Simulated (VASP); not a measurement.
# ErSc2Sb3 in VASP: notebook

ErSc2Sb3 is run at these levels: PBE; tasks: single point.

Program: VASP 6.6.1. These are calculated values, not measurements. Logs are shortened: lines on timing, memory, paths and dates and some standing lists are left out, and cuts for length are marked.

## (1) The cell of the first run

Symmetry: C2/m, No. 12, monoclinic system. Conventional cell: a = 13.775 Å, b = 4.292 Å, c = 5.964 Å, α = 90.00°, β = 115.34°, γ = 90.00°. Within 3.9 Å of Er (site symmetry 2/m) lie 6 Sb at 2.98 to 3.05 Å. Sc (site symmetry m) has 6 Sb at 2.94 to 2.98 Å within 3.9 Å. Sb (site symmetry m) has 4 Sc at 2.94 to 2.98 Å and 2 Er at 3.05 Å within 3.9 Å. Sb (site symmetry 2/m) has 4 Sc at 2.96 Å and 2 Er at 2.98 Å within 3.9 Å.

The cell was built from a structure type or drawn by symmetry, and may not be a known phase.

## (2) Single point, PBE

INCAR

```
SYSTEM = ErSc2Sb3
  PREC = Accurate
  ENCUT = 500
  EDIFF = 1E-6
  ISMEAR = 0
  SIGMA = 0.2
  LREAL = .False.
  LASPH = .True.
  NELM = 200
  ALGO = Normal
  ISIF = 2
  LWAVE = .False.
  LCHARG = .False.
  GGA = PE
  NBANDS = 32
  GGA_COMPAT = .False.
  LMAXMIX = 6
```

KPOINTS

```
regular mesh
0
Gamma
  3 3 4
  0 0 0
```

POSCAR

```
ErSc2Sb3
1.0
    6.8871108374     -2.1459295638      0.0907036553
    6.8871108374      2.1459295638      0.0907036553
   -2.6231779524      0.0000000000      5.3556242689
Er Sc Sb
1 2 3
Direct
    0.5000000000      0.5000000000      0.0000000000
    0.1642962617      0.1642962617      0.6641798939
    0.8357037383      0.8357037383      0.3358201061
    0.1737189612      0.1737189612      0.1736246891
    0.8262810388      0.8262810388      0.8263753109
    0.5000000000      0.5000000000      0.5000000000
```

Potentials or basis: VASP PAW PBE potentials, release 64 (Er_3, Sc_sv, Sb), 4f in core.

Started as:

```bash
$ cat potpaw_PBE.64/Er_3/POTCAR potpaw_PBE.64/Sc_sv/POTCAR potpaw_PBE.64/Sb/POTCAR > POTCAR
$ mpirun -np 1 vasp_std > vasp.out
```

OUTCAR:

```text
SYSTEM = ErSc2Sb3
   PREC = Accurate
   ENCUT = 500
   EDIFF = 1E-6
   ISMEAR = 0
   LREAL = .False.
   LASPH = .True.
   NELM = 200
   ISIF = 2
   GGA = PE

 ion  position               nearest neighbor table
   1  0.500  0.500  0.000-   6 2.98   6 2.98   4 3.05   4 3.05   5 3.05   5 3.05
   2  0.164  0.164  0.664-   5 2.94   5 2.94   6 2.96   6 2.96   4 2.98   4 2.98
   3  0.836  0.836  0.336-   4 2.94   4 2.94   6 2.96   6 2.96   5 2.98   5 2.98
   4  0.174  0.174  0.174-   3 2.94   3 2.94   2 2.98   2 2.98   1 3.05   1 3.05
   5  0.826  0.826  0.826-   2 2.94   2 2.94   3 2.98   3 2.98   1 3.05   1 3.05
   6  0.500  0.500  0.500-   2 2.96   2 2.96   3 2.96   3 2.96   1 2.98   1 2.98

  LATTYP: Found a base centered monoclinic cell.
 ALAT       =    13.7754161955
 B/A-ratio  =     0.3115593073
 C/A-ratio  =     0.4329115682
 COS(beta)  =    -0.4280048407

  Lattice vectors:

 A1 = (   6.8871108374,  -2.1459295638,   0.0907036553)
 A2 = (   6.8871108374,   2.1459295638,   0.0907036553)
 A3 = (  -2.6231779524,   0.0000000000,   5.3556242689)

Analysis of symmetry for initial positions (statically):
=====================================================================
 Subroutine PRICEL returns:
 Original cell was already a primitive cell.

 Routine SETGRP: Setting up the symmetry group for a
 base centered monoclinic supercell.

 Subroutine GETGRP returns: Found  4 space group operations
 (whereof  4 operations were pure point group operations)
 out of a pool of  4 trial point group operations.

The static configuration has the point symmetry C_2h.

Analysis of symmetry for dynamics (positions and initial velocities):
=====================================================================
 Subroutine PRICEL returns:
 Original cell was already a primitive cell.

 Routine SETGRP: Setting up the symmetry group for a
 base centered monoclinic supercell.

 Subroutine GETGRP returns: Found  4 space group operations
 (whereof  4 operations were pure point group operations)
 out of a pool of  4 trial point group operations.

The dynamic configuration has the point symmetry C_2h.

 Subroutine INISYM returns: Found  4 space group operations
 (whereof  4 operations are pure point group operations),
 and found     1 'primitive' translations

----------------------------------------------------------------------------------------

                                     Primitive cell

  volume of cell :     159.3254

[... 89 lines left out ...]
   IBRION =     -1    ionic relax: 0-MD 1-quasi-New 2-CG
   NFREE  =      0    steps in history (QN), initial steepest desc. (CG)
   ISIF   =      2    stress and relaxation
   ISYM   =      2    0-nonsym 1-usesym 2-fastsym
   POTIM  = 0.5000    time-step for ionic-motion
   TEBEG  =    0.0;   TEEND  =   0.0 temperature during run
   PSTRESS=    0.0 pullay stress
   NELECT =      46.0000    total number of electrons
   NUPDOWN=      -1.0000    fix difference up-down
   EMIN   =  10.00;   EMAX   =-10.00  energy-range for DOS
   EFERMI =   0.00;   METHOD = LEGACY
   ISMEAR =     0;   SIGMA  =   0.20  broadening in eV -4-tet -1-fermi 0-gaus
   EFERMI_NEDOS =   21; number of points for ismear=-14 and -15
   IALGO  =     38    algorithm
   IMIX   =      4    mixing-type and parameters
     AMIX     =   0.40;   BMIX     =  1.00
     AMIX_MAG =   1.60;   BMIX_MAG =  1.00
  volume/ion in A,a.u.               =      26.55       179.20
  Fermi-wavevector in a.u.,A,eV,Ry     =   1.082013  2.044708 15.929044  1.170752
  Thomas-Fermi vector in A             =   2.218044
   LORBIT       =      0    0 simple, 1 ext, 2 COOP (PROOUT), +10 PAW based schemes
   GGA     = PE    functional components
   LHFCALC =     F    Hartree Fock is set to
   AEXX    =    0.0000 exact exchange contribution
   IVDW    =     0    specifies the selected vdW correction
   LEPSILON=     F    determine dielectric tensor
   LRPA    =     F    only Hartree local field effects (RPA)
 non-spin polarized calculation
 Gauss-broadening in eV      SIGMA  =   0.20
  energy-cutoff  :      500.00
  volume of cell :      159.33
 maximum number of plane-waves:      4063
 NGX is ok and might be reduce to    54
   NGX = 27   NGY = 27   NGZ = 21

 number of electron      46.0000002 magnetization

 Free energy of the ion-electron system (eV)
  ---------------------------------------------------
  ext. energy  EPLUGINS =         0.00000000
  ---------------------------------------------------
  free energy    TOTEN  =       -35.22343895 eV

  energy without entropy =      -35.19493802  energy(sigma->0) =      -35.20918849

 E-fermi :   5.5468     XC(G=0):  -9.9368

 val. band max:        5.5207039816   @ k =  -0.3333   0.3333   0.0000
 cond. band min:       5.8263371232   @ k =   0.3333   0.3333   0.0000
 fundamental gap:      0.3056331416
 Fermi energy:         5.5467688912

 k-point     1 :       0.0000    0.0000    0.0000
  band No.  band energies     occupation
      1     -44.3104      2.00000
      2     -44.3087      2.00000
      3     -22.9563      2.00000
      4     -22.9457      2.00000
      5     -22.9395      2.00000
      6     -22.9337      2.00000
[... 479 lines left out ...]
     31       8.2832      0.00000
     32       8.5931      0.00000

------------------------ aborting loop because EDIFF is reached ----------------------------------------

  FORCE on cell =-STRESS in cart. coord.  units (eV):
  Direction    XX          YY          ZZ          XY          YZ          ZX
  --------------------------------------------------------------------------------------
  -------------------------------------------------------------------------------------
  Total        0.8764125      0.2536347      0.4004237      0.0000000      0.0000000      0.0406047
  in kB        8.8132084      2.5505520      4.0266630      0.0000000      0.0000000      0.4083206
  external PRESSURE =       5.1301411 kB  Pullay stress =       0.0000000 kB

 VOLUME and BASIS-vectors are now :
 -----------------------------------------------------------------------------
  energy-cutoff  :      500.00
  volume of cell :      159.33
      direct lattice vectors                 reciprocal lattice vectors
     6.887110837 -2.145929564  0.090703655     0.072134070 -0.232999260  0.035331176
     6.887110837  2.145929564  0.090703655     0.072134070  0.232999260  0.035331176
    -2.623177952  0.000000000  5.355624269    -0.002443347  0.000000000  0.185522848

 POSITION                                       TOTAL-FORCE (eV/Angst)
 -----------------------------------------------------------------------------------
      6.88711      0.00000      0.09070         0.000000      0.000000      0.000000
      0.52079      0.00000      3.58690         0.008921      0.000000      0.002743
     10.63025      0.00000      1.95013        -0.008921      0.000000     -0.002743
      1.93740      0.00000      0.96138         0.014685      0.000000      0.009388
      9.21365      0.00000      4.57565        -0.014685      0.000000     -0.009388
      5.57552      0.00000      2.76852        -0.000000     -0.000000      0.000000
 -----------------------------------------------------------------------------------
    total drift:                               -0.000000     -0.000000      0.000000

  FREE ENERGIE OF THE ION-ELECTRON SYSTEM (eV)
  ---------------------------------------------------
  free  energy   TOTEN  =       -35.2234389471 eV

  energy  without entropy=      -35.1949380230  energy(sigma->0) =      -35.20918849
```

stdout:

```text
POSCAR found type information on POSCAR ErScSb
 POSCAR found :  3 types and       6 ions
 scaLAPACK will be used
 LDA part: xc-table for (Slater+PW92), standard interpolation
 POSCAR, INCAR and KPOINTS ok, starting setup
 FFT: planning ... GRIDC
 FFT: planning ... GRID_SOFT
 FFT: planning ... GRID
 WAVECAR not read
 entering main loop
```

It took 88 s on 1 thread of Intel Xeon 6975P-C (Granite Rapids), shared host; peak memory 0.38 GiB.

What came out:

```
Free energy            : -35.2234 eV
Pressure               : 0.5 GPa
Largest force          : 0.017 eV/Å
Band gap on the k mesh : zero (bands 23 and 24 overlap by 1.08 eV)
```

Forces in eV/Å, atoms in the order of the input:
```
Er   0.000  0.000  0.000
Sc   0.009  0.000  0.003
Sc  -0.009  0.000 -0.003
Sb   0.015  0.000  0.009
Sb  -0.015  0.000 -0.009
Sb   0.000  0.000  0.000
```

Stress tensor (GPa, compression positive):
```
0.88 0.00 0.04
0.00 0.26 0.00
0.04 0.00 0.40
```

Caveat: the k points lie up to 0.52 Å⁻¹ apart, too coarse for converged energies and pressures of a metal; spin-orbit coupling is left out, which moves the levels of the heavy elements; the 4f electrons are frozen in the core, so they carry no moment and show no levels. Spin polarisation is off, so any magnetic state and its effect on volume and gap are missing.

## (3) Single point, PBE

This run uses another cell than the first one, of 35.07 Å³/atom.

INCAR

```
ALGO = Normal
EDIFF = 1E-6
ENCUT = 500
GGA = PE
GGA_COMPAT = F
ISIF = 2
ISMEAR = 0
LASPH = T
LCHARG = F
LMAXMIX = 6
LREAL = F
LWAVE = F
NBANDS = 32
NELM = 200
PREC = Accurate
SIGMA = 0.2
```

KPOINTS

```
k-points
0
Gamma
  4 4 4
```

POSCAR

```
ErSc2Sb3
1.0
   -2.7128104783      4.4784242016      4.3299626268
    2.7128104783     -4.4784242016      4.3299626268
    2.7128104783      4.4784242016     -4.3299626268
Er Sc Sb
1 2 3
Direct
    0.0000000000      0.5000000000      0.5000000000
    0.6540764860      0.5000000000      0.1540764860
    0.3459235140      0.5000000000      0.8459235140
    0.6615949923      0.1615949923      0.5000000000
    0.3384050077      0.8384050077      0.5000000000
    0.0000000000      0.0000000000      0.0000000000
```

Potentials or basis: VASP PAW PBE potentials, release 64 (Er_3, Sc_sv, Sb), 4f in core.

Started as:

```bash
$ cat potpaw_PBE.64/Er_3/POTCAR potpaw_PBE.64/Sc_sv/POTCAR potpaw_PBE.64/Sb/POTCAR > POTCAR
$ mpirun -np 1 vasp_std > vasp.out
```

OUTCAR:

```text
EDIFF = 1E-6
   ENCUT = 500
   GGA = PE
   ISIF = 2
   ISMEAR = 0
   LASPH = T
   LREAL = F
   NELM = 200
   PREC = Accurate

 ion  position               nearest neighbor table
   1  0.000  0.500  0.500-   6 2.71   6 2.71   4 2.93   5 2.93   2 3.10   3 3.10
   2  0.654  0.500  0.154-   3 2.76   1 3.10   4 3.35   5 3.35   4 3.35   5 3.35
   3  0.346  0.500  0.846-   2 2.76   1 3.10   4 3.35   5 3.35   4 3.35   5 3.35
   4  0.662  0.162  0.500-   5 2.80   1 2.93   3 3.35   2 3.35   2 3.35   3 3.35
   5  0.338  0.838  0.500-   4 2.80   1 2.93   2 3.35   2 3.35   3 3.35   3 3.35
   6  0.000  0.000  0.000-   1 2.71   1 2.71

[... 829 lines left out ...]
  -------------------------------------------------------------------------------------
  Total        0.4293161      0.2059924     -0.3294442      0.0000000      0.0000000      0.0000000
  in kB        3.2688800      1.5684581     -2.5084395      0.0000000      0.0000000      0.0000000
  external PRESSURE =       0.7762995 kB  Pullay stress =       0.0000000 kB

 VOLUME and BASIS-vectors are now :
 -----------------------------------------------------------------------------
  energy-cutoff  :      500.00
  volume of cell :      210.42
      direct lattice vectors                 reciprocal lattice vectors
    -2.712810478  4.478424202  4.329962627     0.000000000  0.111646413  0.115474438
     2.712810478 -4.478424202  4.329962627     0.184310701  0.000000000  0.115474438
     2.712810478  4.478424202 -4.329962627     0.184310701  0.111646413  0.000000000

 POSITION                                       TOTAL-FORCE (eV/Angst)
 -----------------------------------------------------------------------------------
      2.71281      0.00000      0.00000        -0.000000     -0.000000     -0.000000
     -0.00000      1.38004      4.32996        -0.000000      0.063624     -0.000000
      2.71281      3.09838      0.00000        -0.000000     -0.063624      0.000000
      0.00000      4.47842      1.39940        -0.000000      0.000000     -0.016279
      2.71281     -0.00000      2.93056         0.000000      0.000000      0.016279
      0.00000      0.00000      0.00000        -0.000000     -0.000000     -0.000000
 -----------------------------------------------------------------------------------
    total drift:                               -0.000000     -0.000000      0.000000

  FREE ENERGIE OF THE ION-ELECTRON SYSTEM (eV)
  ---------------------------------------------------
  free  energy   TOTEN  =       -27.5832374950 eV

  energy  without entropy=      -27.4578627942  energy(sigma->0) =      -27.52055014
```

stdout:

```text
POSCAR found type information on POSCAR ErScSb
 POSCAR found :  3 types and       6 ions
 scaLAPACK will be used
 LDA part: xc-table for (Slater+PW92), standard interpolation
 POSCAR, INCAR and KPOINTS ok, starting setup
 FFT: planning ... GRIDC
 FFT: planning ... GRID_SOFT
 FFT: planning ... GRID
 WAVECAR not read
 entering main loop
```

It took 2 min on 1 thread of Intel Xeon 6975P-C (Granite Rapids), shared host; peak memory 0.42 GiB.

Results:

```yaml
Free_energy: -27.5832 eV
Pressure: 0.1 GPa
Largest_force: 0.064 eV/Å
Band_gap_on_the_k_mesh: zero (bands 23 and 24 overlap by 0.18 eV)
```

Forces on the atoms (eV/Å):
```
Er   0.000  0.000  0.000
Sc   0.000  0.064  0.000
Sc   0.000 -0.064  0.000
Sb   0.000  0.000 -0.016
Sb   0.000  0.000  0.016
Sb   0.000  0.000  0.000
```

Stress tensor (GPa, compression positive):
```
 0.33  0.00  0.00
 0.00  0.16  0.00
 0.00  0.00 -0.25
```

Levels at points of the mesh, in eV from the Fermi level:
| k point | band 21 | band 22 | band 23 | band 24 | band 25 | band 26 |
| --- | --- | --- | --- | --- | --- | --- |
| (0.00, 0.00, 0.00) | -0.78 | -0.76 | -0.18 | 0.54 | 0.55 | 0.59 |
| (0.50, 0.00, 0.00) | -0.53 | -0.03 | -0.02 | 0.05 | 0.22 | 0.40 |
| (0.00, 0.50, 0.00) | -1.18 | -0.98 | -0.54 | 0.06 | 0.49 | 0.96 |
| (0.50, 0.50, 0.00) | -1.25 | -0.04 | 0.01 | 0.17 | 0.74 | 0.80 |
| (0.50, 0.50, 0.50) | -0.57 | -0.39 | -0.03 | 0.09 | 0.78 | 0.79 |

Caveat: spin-orbit coupling is left out, which moves the levels of the heavy elements; the 4f electrons are frozen in the core, so they carry no moment and show no levels. Spin polarisation is off, so any magnetic state and its effect on volume and gap are missing.
